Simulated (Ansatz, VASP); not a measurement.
Pt in VASP and in Ansatz

INCAR

```
PREC = Accurate
ENCUT = 500
EDIFF = 1E-6
ISMEAR = -1
SIGMA = 0.1
LREAL = F
LASPH = T
NELM = 120
ALGO = Normal
ISIF = 2
LWAVE = F
LCHARG = F
GGA = PS
NBANDS = 11
GGA_COMPAT = F
```

Contents of KPOINTS:

```
Automatic mesh
0
Gamma
  7 7 7
```

The input POSCAR:

```
Pt
1.0
   -1.5600307961      1.5600307961      1.5600307961
    1.5600307961     -1.5600307961      1.5600307961
    1.5600307961      1.5600307961     -1.5600307961
Pt
1
Direct
    0.0000000000      0.0000000000      0.0000000000
```

Input for Ansatz:

```yaml
crystal:
  lattice:
    - [-1.5600307960712754, 1.5600307960712751, 1.5600307960712754]
    - [1.5600307960712754, -1.5600307960712751, 1.5600307960712754]
    - [1.5600307960712754, 1.5600307960712754, -1.5600307960712754]
  atoms:
    - { symbol: Pt, position: [1.8498409529483608e-35, -9.549773216165229e-34, -7.778399636051323e-34] }
basis:
  ecutwfc: 450.0
kpoints:
  mp_grid:
    grid: [7, 7, 7]
hamiltonian:
  xc: pbesol
scf:
  occupations:
    method: fermi_dirac
output:
  forces: true
  stress: true
```

Alike in both runs: task single point; functional PBEsol; k mesh 7 × 7 × 7; no spin polarisation.

```csv
,VASP,Ansatz
version,VASP 6.6.1,Ansatz 0.2.0
potentials or method,"VASP PAW PBE potentials, release 64 (Pt), cutoff 500 eV","plane waves, PAW"
occupations,"fermi-dirac, width 0.1 eV",fermi-dirac
valence electrons in the cell,10,18
```

Ansatz gave:

* pressure (GPa): -0.4

Which values does VASP return?

Pressure (GPa): -0.8.

VASP's potentials were made for PBE, not for PBEsol. VASP's potentials hold 10 valence electrons a cell and Ansatz's 18, so a difference there can come from the potentials and not from the codes.

The k mesh is coarse, so the values compare programs but aren't converged. Spin-orbit coupling is off throughout.
